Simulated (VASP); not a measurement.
MgS:

```
CELL_PARAMETERS angstrom
0.00000 2.83088 2.83088
2.83088 0.00000 2.83088
2.83088 2.83088 0.00000
ATOMIC_POSITIONS crystal
Mg 0.00000 0.00000 0.00000
S 0.25000 0.25000 0.25000
```

Program: VASP 6.6.1. Alike in all runs: task single point; no spin polarisation; cell as given; k mesh 6 × 6 × 6; smearing gaussian 0.01 eV.

**Question.** Order these runs on this cell by their band gap on the k mesh, lowest first.
A. level r2SCAN; potentials or basis VASP PAW PBE potentials, release 64 (Mg, S); cutoff (eV) 660
B. level LDA; potentials or basis VASP PAW LDA potentials, release 64 (Mg, S); cutoff (eV) 600
C. level PBE; potentials or basis VASP PAW PBE potentials, release 64 (Mg, S); cutoff (eV) 600

**Answer.** B (3.19 eV), C (3.46 eV), A (4.13 eV).

A k mesh can miss the band edges.
